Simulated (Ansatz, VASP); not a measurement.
## One calculation of SiGe3, two programs

Contents of INCAR:

```
PREC = Accurate ; ENCUT = 520
EDIFF = 1E-6 ; ISMEAR = 0
SIGMA = 0.1 ; LREAL = F
LASPH = T ; NELM = 60
ALGO = Normal ; ISIF = 2
LWAVE = F ; LCHARG = T
GGA = PE ; LELF = T
LVHAR = T ; NBANDS = 31
```

Contents of KPOINTS:

```
regular mesh
0
Gamma
  6 6 2
```

The input POSCAR:

```
SiGe3
1.0
    2.9870182400      0.0000000000      0.0000000000
   -1.4935091200      2.5868336800      0.0000000000
    0.0000000000      0.0000000000      9.4538518400
Si Ge
1 3
Direct
    0.6666666700      0.3333333300      0.5000000000
    0.3333333300      0.6666666700      0.7500000000
    0.3333333300      0.6666666700      0.2500000000
    0.6666666700      0.3333333300      0.0000000000
```

Input for Ansatz:

```yaml
crystal:
  lattice:
    - [2.98701824, 0.0, 0.0]
    - [-1.49350912, 2.58683368, 0.0]
    - [0.0, 0.0, 9.45385184]
  atoms:
    - { symbol: Si, position: [0.66666667, 0.33333333, 0.5] }
    - { symbol: Ge, position: [0.33333333, 0.66666667, 0.75] }
    - { symbol: Ge, position: [0.33333333, 0.66666667, 0.25] }
    - { symbol: Ge, position: [0.66666667, 0.33333333, 0.0] }
basis:
  ecutwfc: 420
kpoints:
  mp_grid: { grid: [6, 6, 2] }
hamiltonian:
  xc: pbe
scf:
  occupations: { method: gaussian, width: 0.1 }
  lower_state_search: "off"
output:
  forces: true
  stress: true
  eigenvalues: true
```

Alike in both runs: task single point; functional PBE; k mesh 6 × 6 × 2; occupations gaussian, width 0.1 eV; no spin polarisation.

|  | VASP | Ansatz |
| --- | --- | --- |
| version | VASP 6.6.1 | Ansatz 0.2.0 |
| potentials or method | VASP PAW PBE potentials, release 64 (Si, Ge_d), cutoff 520 eV | scalar-relativistic, plane waves, PAW |
| valence electrons in the cell | 46 | 46 |

```tsv
	VASP	Ansatz	Ansatz less VASP
gap on the k mesh at the Fermi level (eV)	none	none	-
pressure (GPa)	-0.8	-0.8	-0.01
traceless stress, the component that is largest in VASP (GPa)	3.42	3.41	-0.004
rms of the force components (eV/Å)	0.172	0.171	-0.0012
```

Atom by atom the forces differ by 0.001 eV/Å (rms over components). A gap of «none» marks a metal or a gap that the smearing closes.

The k mesh is coarse, so the values compare programs but aren't converged.
